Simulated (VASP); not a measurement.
# Mg2CdSe3 in VASP: a series of runs

The runs below take Mg2CdSe3 through relaxation of shape and atoms at fixed volume, single point, with PBE.

All numbers are computed with VASP 6.6.1; they aren't measurements. Logs are shortened: lines on timing, memory, paths and dates and some standing lists are left out, and cuts for length are marked.

### 1 The cell of the first run

It takes space group P3m1 (No. 156, trigonal). The conventional cell has a = 4.375 Å, b = 4.375 Å, c = 10.690 Å, α = 90.00°, β = 90.00°, γ = 120.00°. Within 3.5 Å of Mg (site symmetry 3m) lie 4 Se at 2.65 to 2.66 Å. Mg (site symmetry 3m) has 4 Se at 2.65 to 2.66 Å within 3.5 Å. Cd (site symmetry 3m) has 4 Se at 2.71 to 2.73 Å within 3.6 Å. Se (site symmetry 3m) has 3 Mg at 2.66 Å and 1 Cd at 2.73 Å within 3.5 Å. Within 3.5 Å of Se (site symmetry 3m) lie 4 Mg at 2.65 to 2.66 Å. Se (site symmetry 3m) has 1 Mg at 2.65 Å and 3 Cd at 2.71 Å within 3.5 Å.

### 2 Relaxation of shape and atoms at fixed volume, PBE (29.53 Å³/atom)

INCAR

```
SYSTEM = Mg2CdSe3
PREC     = Accurate       ! precision mode
ENCUT    = 600            ! plane-wave cutoff, eV
EDIFF    = 1E-6           ! SCF threshold, eV
ISMEAR   = 0              ! smearing method
SIGMA    = 0.02           ! smearing width, eV
LREAL    = .False.        ! projectors in reciprocal space
LASPH    = .True.         ! aspherical terms in the spheres
NELM     = 100            ! most SCF steps
ALGO     = Normal         ! electronic algorithm
ISIF     = 4              ! what is computed and relaxed
LWAVE    = .False.        ! write WAVECAR
LCHARG   = .False.        ! write CHGCAR
GGA      = PE             ! functional
IBRION   = 2              ! ionic algorithm
NSW      = 50             ! ionic steps
EDIFFG   = -0.01          ! ionic threshold
```

KPOINTS

```
Automatic mesh
0
Gamma
  6 6 4
  0 0 0
```

POSCAR

```
Mg2CdSe3
1.0
    4.3746411639      0.0000000000      0.0000000000
   -2.1873205819      3.7885503804      0.0000000000
    0.0000000000      0.0000000000     10.6896802594
Mg Cd Se
2 1 3
Direct
    0.6666666667      0.3333333333      0.3351982725
    0.3333333333      0.6666666667      0.6623761588
    0.0000000000      0.0000000000      0.0019931563
    0.0000000000      0.0000000000      0.2572410515
    0.6666666667      0.3333333333      0.5831803991
    0.3333333333      0.6666666667      0.9100099618
```

Potentials or basis: VASP PAW PBE potentials, release 64 (Mg, Cd, Se).

Run with:

```
$ cat potpaw_PBE.64/Mg/POTCAR potpaw_PBE.64/Cd/POTCAR potpaw_PBE.64/Se/POTCAR > POTCAR
$ mpirun -np 1 vasp_std > vasp.out
```

OUTCAR:

```text
SYSTEM = Mg2CdSe3
   PREC = Accurate
   ENCUT = 600
   EDIFF = 1E-6
   ISMEAR = 0
   LREAL = .False.
   LASPH = .True.
   NELM = 100
   ISIF = 4
   GGA = PE
   IBRION = 2
   NSW = 50
   EDIFFG = -0.01

 ion  position               nearest neighbor table
   1  0.667  0.333  0.335-   5 2.65   4 2.66   4 2.66   4 2.66
   2  0.333  0.667  0.662-   6 2.65   5 2.66   5 2.66   5 2.66
   3  0.000  0.000  0.002-   6 2.71   6 2.71   6 2.71   4 2.73
   4  0.000  0.000  0.257-   1 2.66   1 2.66   1 2.66   3 2.73
   5  0.667  0.333  0.583-   1 2.65   2 2.66   2 2.66   2 2.66
   6  0.333  0.667  0.910-   2 2.65   3 2.71   3 2.71   3 2.71

  LATTYP: Found a hexagonal cell.
 ALAT       =     4.3746411639
 C/A-ratio  =     2.4435559075

  Lattice vectors:

 A1 = (   4.3746411639,   0.0000000000,   0.0000000000)
 A2 = (  -2.1873205819,   3.7885503804,   0.0000000000)
 A3 = (   0.0000000000,   0.0000000000,  10.6896802594)

Analysis of symmetry for initial positions (statically):
=====================================================================
 Subroutine PRICEL returns:
 Original cell was already a primitive cell.

 Routine SETGRP: Setting up the symmetry group for a
 hexagonal supercell.

 Subroutine GETGRP returns: Found  6 space group operations
 (whereof  6 operations were pure point group operations)
 out of a pool of 24 trial point group operations.

The static configuration has the point symmetry C_3v.

Analysis of symmetry for dynamics (positions and initial velocities):
=====================================================================
 Subroutine PRICEL returns:
 Original cell was already a primitive cell.

 Routine SETGRP: Setting up the symmetry group for a
 hexagonal supercell.

 Subroutine GETGRP returns: Found  6 space group operations
 (whereof  6 operations were pure point group operations)
 out of a pool of 24 trial point group operations.

The dynamic configuration has the point symmetry C_3v.

 Subroutine INISYM returns: Found  6 space group operations
 (whereof  6 operations are pure point group operations),
 and found     1 'primitive' translations

----------------------------------------------------------------------------------------

                                     Primitive cell

  volume of cell :     177.1659

  direct lattice vectors                    reciprocal lattice vectors
     4.374641164  0.000000000  0.000000000     0.228590177  0.131976600  0.000000000
    -2.187320582  3.788550380  0.000000000     0.000000000  0.263953201  0.000000000
     0.000000000  0.000000000 10.689680259     0.000000000  0.000000000  0.093548168

  length of vectors
     4.374641164  4.374641164 10.689680259     0.263953201  0.263953201  0.093548168

  position of ions in fractional coordinates (direct lattice)
     0.666666667  0.333333333  0.335198273
     0.333333333  0.666666667  0.662376159
     0.000000000  0.000000000  0.001993156
     0.000000000  0.000000000  0.257241052
     0.666666667  0.333333333  0.583180399
     0.333333333  0.666666667  0.910009962

  ion indices of the primitive-cell ions
   primitive index   ion index
                 1           1
                 2           2
                 3           3
                 4           4
                 5           5
                 6           6

----------------------------------------------------------------------------------------

 KPOINTS: Automatic mesh

Automatic generation of k-mesh.
 Grid dimensions read from file:
 generate k-points for:    6    6    4

 Generating k-lattice:

  Cartesian coordinates                     Fractional coordinates (reciprocal lattice)
     0.038098363  0.021996100  0.000000000     0.166666667 -0.000000000  0.000000000
     0.000000000  0.043992200  0.000000000     0.000000000  0.166666667  0.000000000
     0.000000000  0.000000000  0.023387042     0.000000000  0.000000000  0.250000000

  Length of vectors
     0.043992200  0.043992200  0.023387042

[... 36 lines left out ...]
   total plane-waves  NPLWV = 116640
   dimension x,y,z NGX =    36 NGY =   36 NGZ =   90
   dimension x,y,z NGXF=    72 NGYF=   72 NGZF=  180
   ions per type =               2   1   3
   NGX,Y,Z   is equivalent  to a cutoff of  13.68, 13.68, 14.00 a.u.
   NGXF,Y,Z  is equivalent  to a cutoff of  27.36, 27.36, 27.99 a.u.
 SYSTEM =  Mg2CdSe3
   PREC   = accura    normal or accurate (medium, high low for compatibility)
   ISTART =      0    job   : 0-new  1-cont  2-samecut
   ICHARG =      2    charge: 1-file 2-atom 10-const
   ISPIN  =      1    spin polarized calculation?
   LNONCOLLINEAR =      F non collinear calculations
   LSORBIT =      F    spin-orbit coupling
   LASPH  =      T    aspherical Exc in radial PAW
   ENCUT  =  600.0 eV  44.10 Ry    6.64 a.u.   8.74  8.74 21.35*2*pi/ulx,y,z
   NELM   =    100;   NELMIN=  2; NELMDL= -5     # of ELM steps
   EDIFF  = 0.1E-05   stopping-criterion for ELM
   LREAL  =      F    real-space projection
   EDIFFG = -.1E-01   stopping-criterion for IOM
   NSW    =     50    number of steps for IOM
   IBRION =      2    ionic relax: 0-MD 1-quasi-New 2-CG
   NFREE  =      1    steps in history (QN), initial steepest desc. (CG)
   ISIF   =      4    stress and relaxation
   ISYM   =      2    0-nonsym 1-usesym 2-fastsym
   POTIM  = 0.5000    time-step for ionic-motion
   TEBEG  =    0.0;   TEEND  =   0.0 temperature during run
   PSTRESS=    0.0 pullay stress
   NELECT =      34.0000    total number of electrons
   NUPDOWN=      -1.0000    fix difference up-down
   EMIN   =  10.00;   EMAX   =-10.00  energy-range for DOS
   EFERMI =   0.00;   METHOD = LEGACY
   ISMEAR =     0;   SIGMA  =   0.02  broadening in eV -4-tet -1-fermi 0-gaus
   EFERMI_NEDOS =   21; number of points for ismear=-14 and -15
   IALGO  =     38    algorithm
   IMIX   =      4    mixing-type and parameters
     AMIX     =   0.40;   BMIX     =  1.00
     AMIX_MAG =   1.60;   BMIX_MAG =  1.00
  volume/ion in A,a.u.               =      29.53       199.26
  Fermi-wavevector in a.u.,A,eV,Ry     =   0.944295  1.784459 12.132223  0.891693
  Thomas-Fermi vector in A             =   2.072086
   LORBIT       =      0    0 simple, 1 ext, 2 COOP (PROOUT), +10 PAW based schemes
   GGA     = PE    functional components
   LHFCALC =     F    Hartree Fock is set to
   AEXX    =    0.0000 exact exchange contribution
   IVDW    =     0    specifies the selected vdW correction
   LEPSILON=     F    determine dielectric tensor
   LRPA    =     F    only Hartree local field effects (RPA)
 conjugate gradient relaxation of ions
 non-spin polarized calculation
 Gauss-broadening in eV      SIGMA  =   0.02
  energy-cutoff  :      600.00
  volume of cell :      177.17
 maximum number of plane-waves:      5941
 NGX is ok and might be reduce to    36
   NGX = 17   NGY = 17   NGZ = 43

--------------------------------------- Ionic step        1  -------------------------------------------

 number of electron      34.0000003 magnetization

 Free energy of the ion-electron system (eV)
  ---------------------------------------------------
  ext. energy  EPLUGINS =         0.00000000
  ---------------------------------------------------
  free energy    TOTEN  =       -20.43825540 eV

  energy without entropy =      -20.43825540  energy(sigma->0) =      -20.43825540

------------------------ aborting loop because EDIFF is reached ----------------------------------------

  FORCE on cell =-STRESS in cart. coord.  units (eV):
  Direction    XX          YY          ZZ          XY          YZ          ZX
  --------------------------------------------------------------------------------------
  -------------------------------------------------------------------------------------
  Total       -2.5383101     -2.5383101     -2.5274141     -0.0000000      0.0000000     -0.0000000
  in kB      -22.9548810    -22.9548810    -22.8563447     -0.0000000      0.0000000     -0.0000000
  external PRESSURE =     -22.9220356 kB  Pullay stress =       0.0000000 kB

 VOLUME and BASIS-vectors are now :
 -----------------------------------------------------------------------------
  energy-cutoff  :      600.00
  volume of cell :      177.17
      direct lattice vectors                 reciprocal lattice vectors
     4.374641164  0.000000000  0.000000000     0.228590177  0.131976600  0.000000000
    -2.187320582  3.788550380  0.000000000     0.000000000  0.263953201  0.000000000
     0.000000000  0.000000000 10.689680259     0.000000000  0.000000000  0.093548168

 POSITION                                       TOTAL-FORCE (eV/Angst)
 -----------------------------------------------------------------------------------
      2.18732      1.26285      3.58316         0.000000      0.000000      0.010953
     -0.00000      2.52570      7.08059         0.000000      0.000000      0.007368
      0.00000      0.00000      0.02131        -0.000000      0.000000     -0.013287
      0.00000      0.00000      2.74982         0.000000      0.000000      0.010234
      2.18732      1.26285      6.23401         0.000000     -0.000000     -0.010365
     -0.00000      2.52570      9.72772        -0.000000     -0.000000     -0.004904
 -----------------------------------------------------------------------------------
    total drift:                               -0.000000     -0.000000      0.000091

  FREE ENERGIE OF THE ION-ELECTRON SYSTEM (eV)
  ---------------------------------------------------
  free  energy   TOTEN  =       -20.4382553953 eV

  energy  without entropy=      -20.4382553953  energy(sigma->0) =      -20.43825540

--------------------------------------- Ionic step        2  -------------------------------------------

 number of electron      34.0000003 magnetization

 Free energy of the ion-electron system (eV)
  ---------------------------------------------------
  ext. energy  EPLUGINS =         0.00000000
  ---------------------------------------------------
  free energy    TOTEN  =       -20.43827924 eV

  energy without entropy =      -20.43827924  energy(sigma->0) =      -20.43827924

 E-fermi :   0.4805     XC(G=0):  -8.0577

 val. band max:        0.3961365019   @ k =   0.0000   0.0000   0.0000
 cond. band min:       1.7219591689   @ k =   0.0000   0.0000   0.0000
 fundamental gap:      1.3258226670
 Fermi energy:         0.4804783489

 k-point     1 :       0.0000    0.0000    0.0000
  band No.  band energies     occupation
      1     -11.4218      2.00000
      2     -11.1860      2.00000
      3     -11.0346      2.00000
      4      -7.0333      2.00000
      5      -7.0333      2.00000
      6      -6.8702      2.00000
[... 565 lines left out ...]
     20       5.5428      0.00000
     21       5.7154      0.00000

------------------------ aborting loop because EDIFF is reached ----------------------------------------

  FORCE on cell =-STRESS in cart. coord.  units (eV):
  Direction    XX          YY          ZZ          XY          YZ          ZX
  --------------------------------------------------------------------------------------
  -------------------------------------------------------------------------------------
  Total       -2.5392381     -2.5392381     -2.5255963     -0.0000000      0.0000000      0.0000000
  in kB      -22.9632733    -22.9632733    -22.8399055     -0.0000000      0.0000000      0.0000000
  external PRESSURE =     -22.9221507 kB  Pullay stress =       0.0000000 kB

 VOLUME and BASIS-vectors are now :
 -----------------------------------------------------------------------------
  energy-cutoff  :      600.00
  volume of cell :      177.17
      direct lattice vectors                 reciprocal lattice vectors
     4.374513416 -0.000000000 -0.000000000     0.228596853  0.131980455 -0.000000000
    -2.187256708  3.788439747  0.000000000     0.000000000  0.263960909 -0.000000000
     0.000000000  0.000000000 10.690304606     0.000000000  0.000000000  0.093542704

 POSITION                                       TOTAL-FORCE (eV/Angst)
 -----------------------------------------------------------------------------------
      2.18726      1.26281      3.58390        -0.000000      0.000000      0.008098
     -0.00000      2.52563      7.08136         0.000000      0.000000      0.004181
      4.37451     -0.00000      0.02067         0.000000     -0.000000     -0.007305
      0.00000      0.00000      2.75048        -0.000000      0.000000      0.005217
      2.18726      1.26281      6.23388        -0.000000     -0.000000     -0.006014
     -0.00000      2.52563      9.72805        -0.000000     -0.000000     -0.004177
 -----------------------------------------------------------------------------------
    total drift:                               -0.000000     -0.000000      0.000763

  FREE ENERGIE OF THE ION-ELECTRON SYSTEM (eV)
  ---------------------------------------------------
  free  energy   TOTEN  =       -20.4382792387 eV

  energy  without entropy=      -20.4382792387  energy(sigma->0) =      -20.43827924

 reached required accuracy - stopping structural energy minimisation
```

Run time: 84 s. Hardware: 1 thread of Intel Xeon 6975P-C (Granite Rapids), shared host; peak memory 0.41 GiB.

What came out:

```yaml
Free_energy: -20.4383 eV
Energy_gained_by_relaxing: 0.0 meV/atom
Ionic_steps: 2
Pressure_after_relaxing: -2.3 GPa
Largest_force_after_relaxing: 0.008 eV/Å
Band_gap_on_the_k_mesh: 1.33 eV
```

Forces in eV/Å, atoms in the order of the input:
```
Mg   0.000  0.000  0.008
Mg   0.000  0.000  0.004
Cd   0.000  0.000 -0.007
Se   0.000  0.000  0.005
Se   0.000  0.000 -0.006
Se   0.000  0.000 -0.004
```

Final structure:
```cif
data_structure
_symmetry_space_group_name_H-M 'P 1'
_symmetry_Int_Tables_number 1
_cell_length_a 4.3745
_cell_length_b 4.3745
_cell_length_c 10.6903
_cell_angle_alpha 90.000
_cell_angle_beta 90.000
_cell_angle_gamma 120.000
_cell_volume 177.17
loop_
_atom_site_label
_atom_site_type_symbol
_atom_site_fract_x
_atom_site_fract_y
_atom_site_fract_z
_atom_site_occupancy
Mg1 Mg 0.66667 0.33333 0.33525 1
Mg2 Mg 0.33333 0.66667 0.66241 1
Cd1 Cd 0.00000 0.00000 0.00193 1
Se1 Se 0.00000 0.00000 0.25729 1
Se2 Se 0.66667 0.33333 0.58313 1
Se3 Se 0.33333 0.66667 0.90999 1
```

[end of part 1 of 2]
